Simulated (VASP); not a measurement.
Wanted: the native input for a VASP 6.6.1 run.

| Item | Value |
| --- | --- |
| Task | single point |
| Functional | PBE |
| Potentials or basis | VASP PAW PBE potentials, release 64 (Li_sv) |
| Cutoff | 520 eV |
| k mesh | 13 × 13 × 13 |
| Occupations | fermi-dirac, width 0.1 eV |
| Spin | no spin polarisation |
| Dipole correction | no |
| Further INCAR settings | ALGO = Normal; EDIFF = 1e-07; NBANDS = 8 |

The structure of Li lies in POSCAR:

```
Li
1.0
   -1.7154150880      1.7154150880      1.7154150880
    1.7154150880     -1.7154150880      1.7154150880
    1.7154150880      1.7154150880     -1.7154150880
Li
1
Direct
    0.0000000000      0.0000000000      0.0000000000
```

These files were run (other wordings do the same):

INCAR

```
SYSTEM = Li
  PREC = Accurate
  ENCUT = 520
  EDIFF = 1E-7
  ISMEAR = -1
  SIGMA = 0.1
  LREAL = .False.
  LASPH = .True.
  NELM = 100
  ALGO = Normal
  ISIF = 2
  LWAVE = .False.
  LCHARG = .False.
  GGA = PE
  NBANDS = 8
```

KPOINTS

```
Automatic mesh
0
Gamma
  13 13 13
  0 0 0
```

Potentials or basis: VASP PAW PBE potentials, release 64 (Li_sv).

Command:

```bash
$ cat potpaw_PBE.64/Li_sv/POTCAR > POTCAR
$ mpirun -np 1 vasp_std > vasp.out
```

Wall time 7 s on 1 thread of AMD EPYC 9R45 96-Core Processor (Zen 5), with other jobs on the host, peak memory 0.1 GiB.
